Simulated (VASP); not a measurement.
# Sn2TeO3 in VASP: single point with PBE

Aim: the single point of Sn2TeO3 with PBE.

Program: VASP 6.6.1. These are calculated values, not measurements. Logs are shortened: lines on timing, memory, paths and dates and some standing lists are left out, and cuts for length are marked.

**1. The cell of the first run**

The typed cell holds 6 atoms: a = 6.442 Å, b = 6.442 Å, c = 4.075 Å, α = 90.00°, β = 90.00°, γ = 90.00°.

**2. Single point, PBE**

The input, INCAR:

```
SYSTEM = Sn2TeO3
PREC = Accurate
ENCUT = 520
EDIFF = 1E-6
ISMEAR = 0
SIGMA = 0.1
LREAL = .False.
LASPH = .True.
NELM = 80
ALGO = Normal
ISIF = 2
LWAVE = .False.
LCHARG = .False.
GGA = PE
NBANDS = 35
```

The input, KPOINTS:

```
Automatic mesh
0
Gamma
  4 4 4
  0 0 0
```

The input, POSCAR:

```
Sn2TeO3
1.0
    6.4417044771      0.0000000000      0.0000000000
    0.0000000000      6.4417044771      0.0000000000
    0.0000000000      0.0000000000      4.0750143816
Sn Te O
2 1 3
Direct
    0.5000000000      0.0000000000      0.5009370445
    0.0000000000      0.5000000000      0.5009370445
    0.5000000000      0.5000000000      0.5009844363
    0.5000000000      0.0000000000      1.0009589320
    0.0000000000      0.5000000000      1.0009589320
    0.5000000000      0.5000000000      0.0010064706
```

Potentials or basis: VASP PAW PBE potentials, release 64 (Sn_d, Te, O).

The run is started by

```
cat potpaw_PBE.64/Sn_d/POTCAR potpaw_PBE.64/Te/POTCAR potpaw_PBE.64/O/POTCAR > POTCAR
mpirun -np 1 vasp_std > vasp.out
```

OUTCAR:

```text
SYSTEM = Sn2TeO3
   PREC = Accurate
   ENCUT = 520
   EDIFF = 1E-6
   ISMEAR = 0
   LREAL = .False.
   LASPH = .True.
   NELM = 80
   ISIF = 2
   GGA = PE

 ion  position               nearest neighbor table
   1  0.500  0.000  0.501-   4 2.04   4 2.04   3 3.22   3 3.22
   2  0.000  0.500  0.501-   5 2.04   5 2.04   3 3.22   3 3.22
   3  0.500  0.500  0.501-   6 2.04   6 2.04   2 3.22   1 3.22   1 3.22   2 3.22
   4  0.500  0.000  0.001-   1 2.04   1 2.04
   5  0.000  0.500  0.001-   2 2.04   2 2.04
   6  0.500  0.500  0.001-   3 2.04   3 2.04

  LATTYP: Found a simple tetragonal cell.
 ALAT       =     6.4417044771
 C/A-ratio  =     0.6325987782

  Lattice vectors:

 A1 = (   6.4417044771,   0.0000000000,   0.0000000000)
 A2 = (   0.0000000000,   6.4417044771,   0.0000000000)
 A3 = (   0.0000000000,   0.0000000000,   4.0750143816)

Analysis of symmetry for initial positions (statically):
=====================================================================
 Subroutine PRICEL returns:
 Original cell was already a primitive cell.

 Routine SETGRP: Setting up the symmetry group for a
 simple tetragonal supercell.

 Subroutine GETGRP returns: Found  8 space group operations
 (whereof  8 operations were pure point group operations)
 out of a pool of 16 trial point group operations.

The static configuration has the point symmetry C_4v.

Analysis of symmetry for dynamics (positions and initial velocities):
=====================================================================
 Subroutine PRICEL returns:
 Original cell was already a primitive cell.

 Routine SETGRP: Setting up the symmetry group for a
 simple tetragonal supercell.

 Subroutine GETGRP returns: Found  8 space group operations
 (whereof  8 operations were pure point group operations)
 out of a pool of 16 trial point group operations.

The dynamic configuration has the point symmetry C_4v.

 Subroutine INISYM returns: Found  8 space group operations
 (whereof  8 operations are pure point group operations),
 and found     1 'primitive' translations

----------------------------------------------------------------------------------------

                                     Primitive cell

  volume of cell :     169.0950

  direct lattice vectors                    reciprocal lattice vectors
     6.441704477  0.000000000  0.000000000     0.155238416  0.000000000  0.000000000
     0.000000000  6.441704477  0.000000000     0.000000000  0.155238416  0.000000000
     0.000000000  0.000000000  4.075014382     0.000000000  0.000000000  0.245397907

  length of vectors
     6.441704477  6.441704477  4.075014382     0.155238416  0.155238416  0.245397907

  position of ions in fractional coordinates (direct lattice)
     0.500000000  0.000000000  0.500937044
     0.000000000  0.500000000  0.500937044
     0.500000000  0.500000000  0.500984436
     0.500000000  0.000000000  0.000958932
     0.000000000  0.500000000  0.000958932
     0.500000000  0.500000000  0.001006471

  ion indices of the primitive-cell ions
   primitive index   ion index
                 1           1
                 2           2
                 3           3
                 4           4
                 5           5
                 6           6

----------------------------------------------------------------------------------------

 KPOINTS: Automatic mesh

Automatic generation of k-mesh.
 Grid dimensions read from file:
 generate k-points for:    4    4    4

 Generating k-lattice:

  Cartesian coordinates                     Fractional coordinates (reciprocal lattice)
     0.038809604  0.000000000  0.000000000     0.250000000  0.000000000  0.000000000
     0.000000000  0.038809604  0.000000000     0.000000000  0.250000000  0.000000000
     0.000000000  0.000000000  0.061349477     0.000000000  0.000000000  0.250000000

  Length of vectors
     0.038809604  0.038809604  0.061349477

  Shift w.r.t. Gamma in fractional coordinates (k-lattice)
     0.000000000  0.000000000  0.000000000

 Subroutine IBZKPT returns following result:
 ===========================================

 Found     18 irreducible k-points:

 Following reciprocal coordinates:
            Coordinates               Weight
  0.000000  0.000000  0.000000      1.000000
  0.250000  0.000000  0.000000      4.000000
  0.500000  0.000000  0.000000      2.000000
  0.250000  0.250000  0.000000      4.000000
  0.500000  0.250000  0.000000      4.000000
  0.500000  0.500000  0.000000      1.000000
[... 10 lines left out ...]
  0.500000  0.250000  0.500000      4.000000
  0.500000  0.500000  0.500000      1.000000
   k-points           NKPTS =     18   k-points in BZ     NKDIM =     18   number of bands    NBANDS=     35
   number of dos      NEDOS =    301   number of ions     NIONS =      6
   total plane-waves  NPLWV =  69120
   dimension x,y,z NGX =    48 NGY =   48 NGZ =   30
   dimension x,y,z NGXF=    96 NGYF=   96 NGZF=   60
   ions per type =               2   1   3
   NGX,Y,Z   is equivalent  to a cutoff of  12.39, 12.39, 12.24 a.u.
   NGXF,Y,Z  is equivalent  to a cutoff of  24.78, 24.78, 24.48 a.u.
 SYSTEM =  Sn2TeO3
   PREC   = accura    normal or accurate (medium, high low for compatibility)
   ISTART =      0    job   : 0-new  1-cont  2-samecut
   ICHARG =      2    charge: 1-file 2-atom 10-const
   ISPIN  =      1    spin polarized calculation?
   LNONCOLLINEAR =      F non collinear calculations
   LSORBIT =      F    spin-orbit coupling
   LASPH  =      T    aspherical Exc in radial PAW
   ENCUT  =  520.0 eV  38.22 Ry    6.18 a.u.  11.98 11.98  7.58*2*pi/ulx,y,z
   NELM   =     80;   NELMIN=  2; NELMDL= -5     # of ELM steps
   EDIFF  = 0.1E-05   stopping-criterion for ELM
   LREAL  =      F    real-space projection
   EDIFFG = 0.1E-04   stopping-criterion for IOM
   NSW    =      0    number of steps for IOM
   IBRION =     -1    ionic relax: 0-MD 1-quasi-New 2-CG
   NFREE  =      0    steps in history (QN), initial steepest desc. (CG)
   ISIF   =      2    stress and relaxation
   ISYM   =      2    0-nonsym 1-usesym 2-fastsym
   POTIM  = 0.5000    time-step for ionic-motion
   TEBEG  =    0.0;   TEEND  =   0.0 temperature during run
   PSTRESS=    0.0 pullay stress
   NELECT =      52.0000    total number of electrons
   NUPDOWN=      -1.0000    fix difference up-down
   EMIN   =  10.00;   EMAX   =-10.00  energy-range for DOS
   EFERMI =   0.00;   METHOD = LEGACY
   ISMEAR =     0;   SIGMA  =   0.10  broadening in eV -4-tet -1-fermi 0-gaus
   EFERMI_NEDOS =   21; number of points for ismear=-14 and -15
   IALGO  =     38    algorithm
   IMIX   =      4    mixing-type and parameters
     AMIX     =   0.40;   BMIX     =  1.00
     AMIX_MAG =   1.60;   BMIX_MAG =  1.00
  volume/ion in A,a.u.               =      28.18       190.18
  Fermi-wavevector in a.u.,A,eV,Ry     =   1.105009  2.088164 16.613315  1.221044
  Thomas-Fermi vector in A             =   2.241490
   LORBIT       =      0    0 simple, 1 ext, 2 COOP (PROOUT), +10 PAW based schemes
   GGA     = PE    functional components
   LHFCALC =     F    Hartree Fock is set to
   AEXX    =    0.0000 exact exchange contribution
   IVDW    =     0    specifies the selected vdW correction
   LEPSILON=     F    determine dielectric tensor
   LRPA    =     F    only Hartree local field effects (RPA)
 non-spin polarized calculation
 Gauss-broadening in eV      SIGMA  =   0.10
  energy-cutoff  :      520.00
  volume of cell :      169.09
 maximum number of plane-waves:      4600
 NGX is ok and might be reduce to    48
   NGX = 23   NGY = 23   NGZ = 15

 number of electron      52.0000000 magnetization

 Free energy of the ion-electron system (eV)
  ---------------------------------------------------
  ext. energy  EPLUGINS =         0.00000000
  ---------------------------------------------------
  free energy    TOTEN  =       -28.40838688 eV

  energy without entropy =      -28.39624950  energy(sigma->0) =      -28.40231819

 E-fermi :   2.5726     XC(G=0):  -7.6664

 val. band max:        2.4958185863   @ k =   0.5000   0.2500   0.5000
 cond. band min:       2.6036787744   @ k =   0.2500   0.0000   0.0000
 fundamental gap:      0.1078601882
 Fermi energy:         2.5726047912

 k-point     1 :       0.0000    0.0000    0.0000
  band No.  band energies     occupation
      1     -19.4557      2.00000
      2     -19.4536      2.00000
      3     -19.1029      2.00000
      4     -19.1018      2.00000
      5     -19.0950      2.00000
      6     -19.0931      2.00000
[... 27 lines left out ...]
     34       8.9447      0.00000
     35      10.5391      0.00000

 k-point     2 :       0.2500    0.0000    0.0000
  band No.  band energies     occupation
      1     -19.4554      2.00000
      2     -19.4539      2.00000
      3     -19.1015      2.00000
      4     -19.1006      2.00000
      5     -19.0959      2.00000
      6     -19.0944      2.00000
[... 27 lines left out ...]
     34       9.0074      0.00000
     35      10.3682      0.00000

 k-point     3 :       0.5000    0.0000    0.0000
  band No.  band energies     occupation
      1     -19.4546      2.00000
      2     -19.4546      2.00000
      3     -19.0989      2.00000
      4     -19.0979      2.00000
      5     -19.0975      2.00000
      6     -19.0975      2.00000
[... 27 lines left out ...]
     34       9.4242      0.00000
     35      10.0051      0.00000
[... 495 lines left out ...]
 k-point    17 :       0.5000    0.2500    0.5000
  band No.  band energies     occupation
      1     -19.1284      2.00000
      2     -19.1283      2.00000
      3     -19.0971      2.00000
      4     -19.0970      2.00000
      5     -18.9775      2.00000
      6     -18.9772      2.00000
[... 27 lines left out ...]
     34       7.7953      0.00000
     35       9.1055      0.00000

 k-point    18 :       0.5000    0.5000    0.5000
  band No.  band energies     occupation
      1     -19.1283      2.00000
      2     -19.1283      2.00000
      3     -19.0971      2.00000
      4     -19.0971      2.00000
      5     -18.9772      2.00000
      6     -18.9772      2.00000
[... 27 lines left out ...]
     34       7.4543      0.00000
     35       8.5009      0.00000

------------------------ aborting loop because EDIFF is reached ----------------------------------------

  FORCE on cell =-STRESS in cart. coord.  units (eV):
  Direction    XX          YY          ZZ          XY          YZ          ZX
  --------------------------------------------------------------------------------------
  -------------------------------------------------------------------------------------
  Total        0.0123357      0.0123357      0.2798819      0.0000000      0.0000000      0.0000000
  in kB        0.1168807      0.1168807      2.6518851      0.0000000      0.0000000      0.0000000
  external PRESSURE =       0.9618822 kB  Pullay stress =       0.0000000 kB

 VOLUME and BASIS-vectors are now :
 -----------------------------------------------------------------------------
  energy-cutoff  :      520.00
  volume of cell :      169.09
      direct lattice vectors                 reciprocal lattice vectors
     6.441704477  0.000000000  0.000000000     0.155238416  0.000000000  0.000000000
     0.000000000  6.441704477  0.000000000     0.000000000  0.155238416  0.000000000
     0.000000000  0.000000000  4.075014382     0.000000000  0.000000000  0.245397907

 POSITION                                       TOTAL-FORCE (eV/Angst)
 -----------------------------------------------------------------------------------
      3.22085      0.00000      2.04133        -0.000000      0.000000      0.001356
      0.00000      3.22085      2.04133         0.000000     -0.000000      0.001356
      3.22085      3.22085      2.04152        -0.000000      0.000000      0.000533
      3.22085      0.00000      0.00391        -0.000000      0.000000     -0.001138
      0.00000      3.22085      0.00391         0.000000      0.000000     -0.001138
      3.22085      3.22085      0.00410        -0.000000     -0.000000     -0.000969
 -----------------------------------------------------------------------------------
    total drift:                                0.000000      0.000000      0.000286

  FREE ENERGIE OF THE ION-ELECTRON SYSTEM (eV)
  ---------------------------------------------------
  free  energy   TOTEN  =       -28.4083868809 eV

  energy  without entropy=      -28.3962495011  energy(sigma->0) =      -28.40231819
```

It took 79 s on 1 thread of Intel Xeon Platinum 8488C (Sapphire Rapids), shared host; peak memory 0.3 GiB.

Results:

| Quantity | Value |
| --- | --- |
| Free energy | -28.4084 eV |
| Pressure | 0.1 GPa |
| Band gap on the k mesh | zero (band 26 reaches 3.58 eV, above the bottom of band 27 at 1.29 eV) |

Caveat: the k points lie up to 0.39 Å⁻¹ apart; spin-orbit coupling is left out, which moves the levels of the heavy elements.
